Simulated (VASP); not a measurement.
Input of a VASP 6.6.1 run:

Contents of INCAR:

```
SYSTEM = Co
PREC = Accurate
ENCUT = 520
EDIFF = 1E-6
ISMEAR = 0
SIGMA = 0.015
LREAL = .False.
LASPH = .True.
NELM = 150
ALGO = Normal
ISIF = 2
LWAVE = .False.
LCHARG = .True.
ISPIN = 2
MAGMOM = 2 2
LORBIT = 11
LMAXMIX = 4
GGA = PE
LELF = .True.
LVHAR = .True.
NBANDS = 20
```

KPOINTS

```
Automatic mesh
0
Gamma
  12 12 7
  0 0 0
```

File POSCAR:

```
Co
1.0
    2.4719999032      0.0000000000      0.0000000000
   -1.2359999516      2.1408147143      0.0000000000
    0.0000000000      0.0000000000      4.0211440800
Co
2
Direct
    0.6666666667      0.3333333333      0.7500000000
    0.3333333333      0.6666666667      0.2500000000
```

Potentials or basis: VASP PAW PBE potentials, release 64 (Co).

Launch:

```sh
$ cat potpaw_PBE.64/Co/POTCAR > POTCAR
$ mpirun -np 1 vasp_std > vasp.out
```

Predict the net moment.

3.21 μB per cell.

Predict the pressure.

4.0 GPa.

What does it give for the site moments?

Co +1.62 μB.

Stress tensor (GPa, compression positive):
```
5.07 0.00 0.00
0.00 5.07 0.00
0.00 0.00 1.72
```
